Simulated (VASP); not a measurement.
Here is a VASP 6.6.1 calculation.

INCAR

```
SYSTEM = BN
PREC = Accurate
ENCUT = 520
EDIFF = 1E-7
ISMEAR = 0
SIGMA = 0.05
LREAL = .FALSE.
LASPH = .TRUE.
NELM = 60
ALGO = Normal
ISIF = 2
LWAVE = .FALSE.
LCHARG = .FALSE.
GGA = PS
NBANDS = 11
```

KPOINTS

```
Automatic mesh
0
G
  12 12 12
  0 0 0
```

POSCAR

```
BN
1.0
    0.0000000000      3.5938268421      2.0489685745
    1.2869077520      0.0000000000      2.0489685745
    1.2869077520      3.5938268421      0.0000000000
B N
1 1
Direct
    0.0000486500      0.0000486500      0.9999513500
    0.6666513400      0.6666513400      0.3333486600
```

Potentials or basis: VASP PAW PBE potentials, release 64 (B, N).

Command:

```bash
$ cat potpaw_PBE.64/B/POTCAR potpaw_PBE.64/N/POTCAR > POTCAR
$ mpirun -np 1 vasp_std > vasp.out
```

Question: Predict the pressure.

Answer: 12.2 GPa.

Question: Predict the band gap on the k mesh.

Answer: 4.13 eV (least direct gap 4.64 eV).

Question: What does it give for the largest force?

Answer: 1.645 eV/Å.

Forces in eV/Å, atoms in the order of the input:
```
B    0.000  0.000  1.645
N    0.000  0.000 -1.645
```

Caveat: the cell stands under pressure; the PAW data sets were made with another functional, which shifts forces and pressure a little. A k mesh can miss the band edges.
